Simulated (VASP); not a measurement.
A run of VASP 6.6.1:

Contents of INCAR:

```
SYSTEM = Si2Mo
PREC = Accurate ; ENCUT = 520
EDIFF = 1E-6 ; ISMEAR = -1
SIGMA = 0.08 ; LREAL = .FALSE.
LASPH = .TRUE. ; NELM = 100
ALGO = Normal ; ISIF = 2
LWAVE = .FALSE. ; LCHARG = .FALSE.
GGA = PE ; NBANDS = 18
```

File KPOINTS:

```
regular mesh
0
G
  9 9 7
  0 0 0
```

The input POSCAR:

```
Si2Mo
1.0
    4.3087939490      0.0000000000      0.0000000000
   -2.1543969745      3.7315250194      0.0000000000
    0.0000000000      0.0000000000      2.6091989549
Mo Si
1 2
Direct
    0.0000000000      0.0000000000      0.0000000000
    0.3333333333      0.6666666667      0.5000000000
    0.6666666667      0.3333333333      0.5000000000
```

Potentials or basis: VASP PAW PBE potentials, release 64 (Mo_sv, Si).

Command:

```console
$ cat potpaw_PBE.64/Mo_sv/POTCAR potpaw_PBE.64/Si/POTCAR > POTCAR
$ mpirun -np 1 vasp_std > vasp.out
```

Hardware: 1 thread of Intel Xeon 8259CL, on a shared host.

Task: Estimate the wall time of this run.

Result: Wall time 39 s on 1 thread of Intel Xeon 8259CL, with other jobs on the host, peak memory 0.17 GiB. Counts: scf iterations 13, k points 48.
